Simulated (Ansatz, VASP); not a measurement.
# Two plane-wave programs on Mg

```xyz
2
Lattice="3.2093 0.0000 0.0000 -1.6046 2.7793 0.0000 0.0000 0.0000 5.2103" Properties=species:S:1:pos:R:3 pbc="T T T"
Mg    0.0000    1.8529    1.3026
Mg    1.6047    0.9264    3.9077
```

Alike in both runs: task single point; functional LDA; k mesh 6 × 6 × 4; occupations gaussian, width 0.1 eV; no spin polarisation.

```csv
,VASP,Ansatz
version,VASP 6.6.1,Ansatz 0.2.0
potentials or method,"VASP PAW LDA potentials, release 64 (Mg), cutoff 520 eV","scalar-relativistic, plane waves, PAW"
valence electrons in the cell,4,20
```

Ansatz gave:

| Item | Value |
| --- | --- |
| gap on the k mesh at the Fermi level (eV) | none |
| pressure (GPa) | -2.5 |
| traceless stress, the component that is largest in VASP (GPa) | -0.10 |

Q: What did VASP give for the same quantities?

A: gap on the k mesh at the Fermi level (eV): none; pressure (GPa): -2.8; traceless stress, the component that is largest in VASP (GPa): -0.09.

Ansatz warns that its potentials were made for another functional, while VASP's fit it. LDA's correlation is that of Perdew and Zunger in VASP and of Perdew and Wang (1992) in Ansatz. A gap of «none» marks a metal or a gap that the smearing closes. VASP's potentials hold 4 valence electrons a cell and Ansatz's 20, so a difference there can come from the potentials and not from the codes.

The k mesh is coarse, so the values compare programs but aren't converged.
